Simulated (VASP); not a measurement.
Write the native input for VASP 6.6.1 that does the following.

```
Task                               : single point
Functional                         : HSE06
Potentials or basis                : VASP PAW PBE potentials, release 64 (Pb_d, S)
Cutoff                             : 520 eV
k mesh                             : 6 × 6 × 6
Occupations                        : gaussian, width 0.01 eV
Spin                               : no spin polarisation
Dipole correction                  : no
Grid for exact exchange (PRECFOCK) : Normal
Further INCAR settings             : ALGO = Normal; EDIFF = 1e-06; NBANDS = 17
Share of exact exchange            : 0.25
Screening parameter                : 0.2079 1/Å
```

Crystal: PbS.

```xyz
2
Lattice="0.0000 2.9275 2.9275 2.9275 0.0000 2.9275 2.9275 2.9275 0.0000" Properties=species:S:1:pos:R:3 pbc="T T T"
Pb    0.0000    0.0000    0.0000
S     2.9275    2.9275    2.9275
```

This cell differs from its parent crystal: strain -2.0%.

These files were run (other wordings do the same):

POSCAR

```
PbS
1.0
    0.0000000000      2.9274880227      2.9274880227
    2.9274880227      0.0000000000      2.9274880227
    2.9274880227      2.9274880227      0.0000000000
Pb S
1 1
Direct
    0.0000000000      0.0000000000      0.0000000000
    0.5000000000      0.5000000000      0.5000000000
```

INCAR.step1

```
  PREC = Accurate
  ENCUT = 520
  EDIFF = 1E-5
  ISMEAR = 0
  SIGMA = 0.01
  LREAL = F
  LASPH = T
  NELM = 60
  ALGO = Normal
  ISIF = 2
  LWAVE = T
  GGA = PE
  NBANDS = 17
```

INCAR.step2

```
  PREC = Accurate
  ENCUT = 520
  EDIFF = 1E-6
  ISMEAR = 0
  SIGMA = 0.01
  LREAL = F
  LASPH = T
  NELM = 60
  ALGO = Normal
  ISIF = 2
  LWAVE = F
  LCHARG = T
  GGA = PE
  LHFCALC = T
  HFSCREEN = 0.2079
  PRECFOCK = Normal
  LELF = T
  LVHAR = T
  ISTART = 1
  NBANDS = 17
```

KPOINTS

```
Automatic mesh
0
Gamma
  6 6 6
```

Potentials or basis: VASP PAW PBE potentials, release 64 (Pb_d, S).

The run is started by

```sh
$ cat potpaw_PBE.64/Pb_d/POTCAR potpaw_PBE.64/S/POTCAR > POTCAR
$ cp INCAR.step1 INCAR
$ mpirun -np 1 vasp_std > vasp.out
$ cp INCAR.step2 INCAR
$ mpirun -np 1 vasp_std > vasp.out
```

Results of the run:

```json
{
  "Pressure": "3.6 GPa",
  "Band gap on the k mesh": "0.61 eV"
}
```

Caveat: the cell differs from its parent crystal (strain -2.0%); the cell stands under pressure; the PAW data sets were made with another functional, which shifts forces and pressure a little; spin-orbit coupling is left out, which moves the levels of the heavy elements.

Wall time 39 min on 1 thread of Intel(R) Xeon(R) Platinum 8259CL CPU @ 2.50GHz (Skylake/Cascade Lake), with other jobs on the host, peak memory 0.3 GiB.
